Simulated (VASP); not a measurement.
# K (Im-3m) in VASP: further runs

The runs below take K through single point, relaxation of cell and atoms, with PBEsol.

All numbers are computed with VASP 6.6.1; they aren't measurements. Logs are shortened: lines on timing, memory, paths and dates and some standing lists are left out, and cuts for length are marked.

### Step 1. The cell of the first run

The structure is cubic, space group Im-3m (No. 229). The conventional cell has a = 5.225 Å, b = 5.225 Å, c = 5.225 Å, α = 90.00°, β = 90.00°, γ = 90.00°.

### Step 2. Single point, PBEsol

File INCAR:

```
PREC     = Accurate       # precision mode
ENCUT    = 520            # plane-wave cutoff, eV
EDIFF    = 1E-6           # SCF threshold, eV
ISMEAR   = -1             # smearing method
SIGMA    = 0.02           # smearing width, eV
LREAL    = False          # projectors in reciprocal space
LASPH    = True           # aspherical terms in the spheres
NELM     = 100            # most SCF steps
ALGO     = Normal         # electronic algorithm
ISIF     = 2              # what is computed and relaxed
LWAVE    = False          # write WAVECAR
LCHARG   = False          # write CHGCAR
GGA      = PS             # functional
NBANDS   = 10             # bands
```

File KPOINTS:

```
regular mesh
0
Gamma
  6 6 6
```

File POSCAR:

```
K
1.0
   -2.6125000000      2.6125000000      2.6125000000
    2.6125000000     -2.6125000000      2.6125000000
    2.6125000000      2.6125000000     -2.6125000000
K
1
Direct
    0.0000000000      0.0000000000      0.0000000000
```

Potentials or basis: VASP PAW PBE potentials, release 64 (K_sv).

Run with:

```console
$ cat potpaw_PBE.64/K_sv/POTCAR > POTCAR
$ mpirun -np 1 vasp_std > vasp.out
```

OUTCAR:

```text
PREC = Accurate
   ENCUT = 520
   EDIFF = 1E-6
   ISMEAR = -1
   LREAL = False
   LASPH = True
   NELM = 100
   ISIF = 2
   GGA = PS

 ion  position               nearest neighbor table
   1  0.000  0.000  0.000-

  LATTYP: Found a body centered cubic cell.
 ALAT       =     5.2250000000

  Lattice vectors:

 A1 = (  -2.6125000000,   2.6125000000,   2.6125000000)
 A2 = (   2.6125000000,  -2.6125000000,   2.6125000000)
 A3 = (   2.6125000000,   2.6125000000,  -2.6125000000)

Analysis of symmetry for initial positions (statically):
=====================================================================
 Subroutine PRICEL returns:
 Original cell was already a primitive cell.

 Routine SETGRP: Setting up the symmetry group for a
 body centered cubic supercell.

 Subroutine GETGRP returns: Found 48 space group operations
 (whereof 48 operations were pure point group operations)
 out of a pool of 48 trial point group operations.

The static configuration has the point symmetry O_h .

Analysis of symmetry for dynamics (positions and initial velocities):
=====================================================================
 Subroutine PRICEL returns:
 Original cell was already a primitive cell.

 Routine SETGRP: Setting up the symmetry group for a
 body centered cubic supercell.

 Subroutine GETGRP returns: Found 48 space group operations
 (whereof 48 operations were pure point group operations)
 out of a pool of 48 trial point group operations.

The dynamic configuration has the point symmetry O_h .

 Subroutine INISYM returns: Found 48 space group operations
 (whereof 48 operations are pure point group operations),
 and found     1 'primitive' translations

----------------------------------------------------------------------------------------

                                     Primitive cell

  volume of cell :      71.3229

  direct lattice vectors                    reciprocal lattice vectors
    -2.612500000  2.612500000  2.612500000     0.000000000  0.191387560  0.191387560
     2.612500000 -2.612500000  2.612500000     0.191387560  0.000000000  0.191387560
     2.612500000  2.612500000 -2.612500000     0.191387560  0.191387560  0.000000000

  length of vectors
     4.524982735  4.524982735  4.524982735     0.270662883  0.270662883  0.270662883

  position of ions in fractional coordinates (direct lattice)
     0.000000000  0.000000000  0.000000000

  ion indices of the primitive-cell ions
   primitive index   ion index
                 1           1

----------------------------------------------------------------------------------------

 KPOINTS: regular mesh

Automatic generation of k-mesh.
 Grid dimensions read from file:
 generate k-points for:    6    6    6

 Generating k-lattice:

  Cartesian coordinates                     Fractional coordinates (reciprocal lattice)
     0.000000000  0.031897927  0.031897927     0.166666667  0.000000000  0.000000000
     0.031897927  0.000000000  0.031897927     0.000000000  0.166666667  0.000000000
     0.031897927  0.031897927  0.000000000     0.000000000  0.000000000  0.166666667

  Length of vectors
     0.045110480  0.045110480  0.045110480

  Shift w.r.t. Gamma in fractional coordinates (k-lattice)
     0.000000000  0.000000000  0.000000000

 Subroutine IBZKPT returns following result:
 ===========================================

 Found     16 irreducible k-points:

 Following reciprocal coordinates:
            Coordinates               Weight
  0.000000  0.000000  0.000000      1.000000
  0.166667  0.000000  0.000000     12.000000
  0.333333  0.000000  0.000000     12.000000
  0.500000  0.000000  0.000000      6.000000
  0.166667  0.166667  0.000000     24.000000
  0.333333  0.166667  0.000000     48.000000
[... 8 lines left out ...]
  0.500000  0.500000  0.333333     12.000000
  0.500000  0.500000  0.500000      1.000000
   k-points           NKPTS =     16   k-points in BZ     NKDIM =     16   number of bands    NBANDS=     10
   number of dos      NEDOS =    301   number of ions     NIONS =      1
   total plane-waves  NPLWV =  46656
   dimension x,y,z NGX =    36 NGY =   36 NGZ =   36
   dimension x,y,z NGXF=    72 NGYF=   72 NGZF=   72
   ions per type =               1
   NGX,Y,Z   is equivalent  to a cutoff of  13.23, 13.23, 13.23 a.u.
   NGXF,Y,Z  is equivalent  to a cutoff of  26.45, 26.45, 26.45 a.u.
 SYSTEM =  unknown system
   PREC   = accura    normal or accurate (medium, high low for compatibility)
   ISTART =      0    job   : 0-new  1-cont  2-samecut
   ICHARG =      2    charge: 1-file 2-atom 10-const
   ISPIN  =      1    spin polarized calculation?
   LNONCOLLINEAR =      F non collinear calculations
   LSORBIT =      F    spin-orbit coupling
   LASPH  =      T    aspherical Exc in radial PAW
   ENCUT  =  520.0 eV  38.22 Ry    6.18 a.u.   8.41  8.41  8.41*2*pi/ulx,y,z
   NELM   =    100;   NELMIN=  2; NELMDL= -5     # of ELM steps
   EDIFF  = 0.1E-05   stopping-criterion for ELM
   LREAL  =      F    real-space projection
   EDIFFG = 0.1E-04   stopping-criterion for IOM
   NSW    =      0    number of steps for IOM
   IBRION =     -1    ionic relax: 0-MD 1-quasi-New 2-CG
   NFREE  =      0    steps in history (QN), initial steepest desc. (CG)
   ISIF   =      2    stress and relaxation
   ISYM   =      2    0-nonsym 1-usesym 2-fastsym
   POTIM  = 0.5000    time-step for ionic-motion
   TEBEG  =    0.0;   TEEND  =   0.0 temperature during run
   PSTRESS=    0.0 pullay stress
   NELECT =       9.0000    total number of electrons
   NUPDOWN=      -1.0000    fix difference up-down
   EMIN   =  10.00;   EMAX   =-10.00  energy-range for DOS
   EFERMI =   0.00;   METHOD = LEGACY
   ISMEAR =    -1;   SIGMA  =   0.02  broadening in eV -4-tet -1-fermi 0-gaus
   EFERMI_NEDOS =   21; number of points for ismear=-14 and -15
   IALGO  =     38    algorithm
   IMIX   =      4    mixing-type and parameters
     AMIX     =   0.40;   BMIX     =  1.00
     AMIX_MAG =   1.60;   BMIX_MAG =  1.00
  volume/ion in A,a.u.               =      71.32       481.31
  Fermi-wavevector in a.u.,A,eV,Ry     =   0.821131  1.551714  9.173822  0.674257
  Thomas-Fermi vector in A             =   1.932236
   LORBIT       =      0    0 simple, 1 ext, 2 COOP (PROOUT), +10 PAW based schemes
   GGA     = PS    functional components
   LHFCALC =     F    Hartree Fock is set to
   AEXX    =    0.0000 exact exchange contribution
   IVDW    =     0    specifies the selected vdW correction
   LEPSILON=     F    determine dielectric tensor
   LRPA    =     F    only Hartree local field effects (RPA)
 non-spin polarized calculation
  energy-cutoff  :      520.00
  volume of cell :       71.32
 maximum number of plane-waves:      1961
 NGX is ok and might be reduce to    36
   NGX = 17   NGY = 17   NGZ = 17

 number of electron       9.0000000 magnetization

 Free energy of the ion-electron system (eV)
  ---------------------------------------------------
  ext. energy  EPLUGINS =         0.00000000
  ---------------------------------------------------
  free energy    TOTEN  =        -1.11227332 eV

  energy without entropy =       -1.10618159  energy(sigma->0) =       -1.10922745

 E-fermi :  -0.0740     XC(G=0):  -5.7733

 val. band max:       -0.3497593857   @ k =   0.1667   0.1667   0.1667
 cond. band min:      -0.0689571269   @ k =   0.3333   0.1667   0.0000
 fundamental gap:      0.2808022589
 Fermi energy:        -0.0739834179

 k-point     1 :       0.0000    0.0000    0.0000
  band No.  band energies     occupation
      1     -32.0732      2.00000
      2     -15.5809      2.00000
      3     -15.5809      2.00000
      4     -15.5809      2.00000
      5      -2.3030      2.00000
      6       4.2252      0.00000
      7       4.2252      0.00000
      8       4.2252      0.00000
      9       5.1659      0.00000
     10       5.1659      0.00000

 k-point     2 :       0.1667    0.0000    0.0000
  band No.  band energies     occupation
      1     -32.0720      2.00000
      2     -15.6003      2.00000
      3     -15.5873      2.00000
      4     -15.5809      2.00000
      5      -1.9526      2.00000
      6       3.5882      0.00000
      7       3.8388      0.00000
      8       4.5096      0.00000
      9       4.9131      0.00000
     10       5.1066      0.00000

 k-point     3 :       0.3333    0.0000    0.0000
  band No.  band energies     occupation
      1     -32.0696      2.00000
      2     -15.6386      2.00000
      3     -15.6002      2.00000
      4     -15.5808      2.00000
      5      -0.9672      2.00000
      6       2.0715      0.00000
      7       3.2892      0.00000
      8       5.0085      0.00000
      9       5.2283      0.00000
     10       5.3291      0.00000

 k-point     4 :       0.5000    0.0000    0.0000
  band No.  band energies     occupation
      1     -32.0684      2.00000
      2     -15.6574      2.00000
      3     -15.6066      2.00000
      4     -15.5808      2.00000
      5       0.3421      0.00000
      6       0.6013      0.00000
      7       3.0730      0.00000
      8       4.8406      0.00000
      9       5.7050      0.00000
     10       5.9424      0.00000
[... 118 lines left out ...]
 k-point    14 :      -0.3333    0.3333    0.3333
  band No.  band energies     occupation
      1     -32.0665      2.00000
      2     -15.6313      2.00000
      3     -15.6216      2.00000
      4     -15.6216      2.00000
      5       0.1928      0.00000
      6       2.1093      0.00000
      7       3.3719      0.00000
      8       3.3719      0.00000
      9       4.0126      0.00000
     10       5.6593      0.00000

 k-point    15 :       0.5000    0.5000    0.3333
  band No.  band energies     occupation
      1     -32.0655      2.00000
      2     -15.6414      2.00000
      3     -15.6287      2.00000
      4     -15.6224      2.00000
      5       1.1893      0.00000
      6       1.4133      0.00000
      7       2.9674      0.00000
      8       3.3582      0.00000
      9       4.1483      0.00000
     10       6.2780      0.00000

 k-point    16 :       0.5000    0.5000    0.5000
  band No.  band energies     occupation
      1     -32.0646      2.00000
      2     -15.6360      2.00000
      3     -15.6360      2.00000
      4     -15.6360      2.00000
      5       1.5598      0.00000
      6       1.5598      0.00000
      7       3.4492      0.00000
      8       3.4492      0.00000
      9       3.4492      0.00000
     10       5.6201      0.00000

------------------------ aborting loop because EDIFF is reached ----------------------------------------

  FORCE on cell =-STRESS in cart. coord.  units (eV):
  Direction    XX          YY          ZZ          XY          YZ          ZX
  --------------------------------------------------------------------------------------
  -------------------------------------------------------------------------------------
  Total       -0.0011815     -0.0011815     -0.0011815     -0.0000000     -0.0000000      0.0000000
  in kB       -0.0265402     -0.0265402     -0.0265402     -0.0000000     -0.0000000      0.0000000
  external PRESSURE =      -0.0265402 kB  Pullay stress =       0.0000000 kB

 VOLUME and BASIS-vectors are now :
 -----------------------------------------------------------------------------
  energy-cutoff  :      520.00
  volume of cell :       71.32
      direct lattice vectors                 reciprocal lattice vectors
    -2.612500000  2.612500000  2.612500000     0.000000000  0.191387560  0.191387560
     2.612500000 -2.612500000  2.612500000     0.191387560  0.000000000  0.191387560
     2.612500000  2.612500000 -2.612500000     0.191387560  0.191387560  0.000000000

 POSITION                                       TOTAL-FORCE (eV/Angst)
 -----------------------------------------------------------------------------------
      0.00000      0.00000      0.00000        -0.000000     -0.000000      0.000000
 -----------------------------------------------------------------------------------
    total drift:                               -0.000000      0.000000      0.000000

  FREE ENERGIE OF THE ION-ELECTRON SYSTEM (eV)
  ---------------------------------------------------
  free  energy   TOTEN  =        -1.1122733175 eV

  energy  without entropy=       -1.1061815876  energy(sigma->0) =       -1.10922745
```

Wall time 5.4 s (1 thread of Intel Xeon 6975P-C (Granite Rapids), shared host); peak memory 0.19 GiB.

Results:

| Item | Value |
| --- | --- |
| Free energy | -1.1123 eV |
| Pressure | 0.0 GPa |

Caveat: the PAW data sets were made with another functional, which shifts forces and pressure a little.

### Step 3. Relaxation of cell and atoms, PBEsol

File INCAR:

```
SYSTEM = K
ALGO = Normal ; EDIFF = 1E-6
EDIFFG = -0.01 ; ENCUT = 600
GGA = PS ; IBRION = 2
ISIF = 3 ; ISMEAR = -1
LASPH = .TRUE. ; LCHARG = .FALSE.
LREAL = .FALSE. ; LWAVE = .FALSE.
NELM = 60 ; NSW = 80
PREC = Accurate ; SIGMA = 0.02
```

File KPOINTS:

```
k-points
0
G
  6 6 6
  0 0 0
```

POSCAR is that of step 2.

Potentials or basis: VASP PAW PBE potentials, release 64 (K_sv).

Run with:

```console
$ cat potpaw_PBE.64/K_sv/POTCAR > POTCAR
$ mpirun -np 1 vasp_std > vasp.out
```

OUTCAR:

```text
SYSTEM = K
   EDIFF = 1E-6
   EDIFFG = -0.01
   ENCUT = 600
   GGA = PS
   IBRION = 2
   ISIF = 3
   ISMEAR = -1
   LASPH = .TRUE.
   LREAL = .FALSE.
   NELM = 60
   NSW = 80
   PREC = Accurate

 ion  position               nearest neighbor table
   1  0.000  0.000  0.000-

  LATTYP: Found a body centered cubic cell.
 ALAT       =     5.2250000000

  Lattice vectors:

 A1 = (  -2.6125000000,   2.6125000000,   2.6125000000)
 A2 = (   2.6125000000,  -2.6125000000,   2.6125000000)
 A3 = (   2.6125000000,   2.6125000000,  -2.6125000000)

Analysis of symmetry for initial positions (statically):
=====================================================================
 Subroutine PRICEL returns:
 Original cell was already a primitive cell.

 Routine SETGRP: Setting up the symmetry group for a
 body centered cubic supercell.

 Subroutine GETGRP returns: Found 48 space group operations
 (whereof 48 operations were pure point group operations)
 out of a pool of 48 trial point group operations.

The static configuration has the point symmetry O_h .
[... 151 lines left out ...]

 val. band max:       -0.3498870134   @ k =   0.1667   0.1667   0.1667
 cond. band min:      -0.0690902522   @ k =   0.3333   0.1667   0.0000
 fundamental gap:      0.2807967612
 Fermi energy:        -0.0741165432

 k-point     1 :       0.0000    0.0000    0.0000
  band No.  band energies     occupation
      1     -32.0731      2.00000
      2     -15.5810      2.00000
      3     -15.5810      2.00000
      4     -15.5810      2.00000
      5      -2.3031      2.00000
      6       4.2252      0.00000
      7       4.2252      0.00000
      8       4.2252      0.00000
[... 155 lines left out ...]
 k-point    16 :       0.5000    0.5000    0.5000
  band No.  band energies     occupation
      1     -32.0644      2.00000
      2     -15.6361      2.00000
      3     -15.6361      2.00000
      4     -15.6361      2.00000
      5       1.5596      0.00000
      6       1.5596      0.00000
      7       3.4489      0.00000
      8       3.4489      0.00000

------------------------ aborting loop because EDIFF is reached ----------------------------------------

  FORCE on cell =-STRESS in cart. coord.  units (eV):
  Direction    XX          YY          ZZ          XY          YZ          ZX
  --------------------------------------------------------------------------------------
  -------------------------------------------------------------------------------------
  Total        0.0031170      0.0031170      0.0031170     -0.0000000     -0.0000000     -0.0000000
  in kB        0.0700202      0.0700202      0.0700202     -0.0000000     -0.0000000     -0.0000000
  external PRESSURE =       0.0700202 kB  Pullay stress =       0.0000000 kB

 VOLUME and BASIS-vectors are now :
 -----------------------------------------------------------------------------
  energy-cutoff  :      600.00
  volume of cell :       71.32
      direct lattice vectors                 reciprocal lattice vectors
    -2.612500000  2.612500000  2.612500000     0.000000000  0.191387560  0.191387560
     2.612500000 -2.612500000  2.612500000     0.191387560  0.000000000  0.191387560
     2.612500000  2.612500000 -2.612500000     0.191387560  0.191387560  0.000000000

 POSITION                                       TOTAL-FORCE (eV/Angst)
 -----------------------------------------------------------------------------------
      0.00000      0.00000      0.00000        -0.000000      0.000000      0.000000
 -----------------------------------------------------------------------------------
    total drift:                               -0.000000      0.000000      0.000000

  FREE ENERGIE OF THE ION-ELECTRON SYSTEM (eV)
  ---------------------------------------------------
  free  energy   TOTEN  =        -1.1122960832 eV

  energy  without entropy=       -1.1062043532  energy(sigma->0) =       -1.10925022

 reached required accuracy - stopping structural energy minimisation
```

OSZICAR:

```text
N       E                     dE             d eps       ncg     rms          rms(c)
DAV:   1     0.486195262686E+02    0.48620E+02   -0.38002E+03   256   0.944E+02
DAV:   2     0.296683830112E+00   -0.48323E+02   -0.48082E+02   256   0.224E+02
DAV:   3    -0.107047672075E+01   -0.13672E+01   -0.13672E+01   424   0.355E+01
DAV:   4    -0.111410930855E+01   -0.43633E-01   -0.43633E-01   400   0.455E+00
DAV:   5    -0.111454102577E+01   -0.43172E-03   -0.43172E-03   424   0.320E-01    0.203E+00
DAV:   6    -0.111267396522E+01    0.18671E-02   -0.38621E-03   408   0.505E-01    0.131E+00
DAV:   7    -0.111226884845E+01    0.40512E-03   -0.62344E-03   368   0.606E-01    0.870E-02
DAV:   8    -0.111228061235E+01   -0.11764E-04   -0.38967E-04   416   0.260E-01    0.303E-02
DAV:   9    -0.111229795899E+01   -0.17347E-04   -0.20142E-05   392   0.551E-02    0.176E-02
DAV:  10    -0.111229632942E+01    0.16296E-05   -0.11845E-05   424   0.311E-02    0.319E-03
DAV:  11    -0.111229608319E+01    0.24623E-06   -0.88755E-08   224   0.327E-03
   1 F= -.11122961E+01 E0= -.11092502E+01  d E =-.111230E+01
```

Run time: 5.6 s. Hardware: 1 thread of Intel Xeon 6975P-C (Granite Rapids), shared host; peak memory 0.19 GiB.

What came out:

```
Free energy             : -1.1123 eV
Pressure after relaxing : 0.0 GPa
```

Final structure:
```
K
1.0
    -2.61250    2.61250    2.61250
     2.61250   -2.61250    2.61250
     2.61250    2.61250   -2.61250
K
1
Direct
  0.00000 0.00000 0.00000
```

Caveat: the relaxation stopped at its first step, so nothing moved; the PAW data sets were made with another functional, which shifts forces and pressure a little.
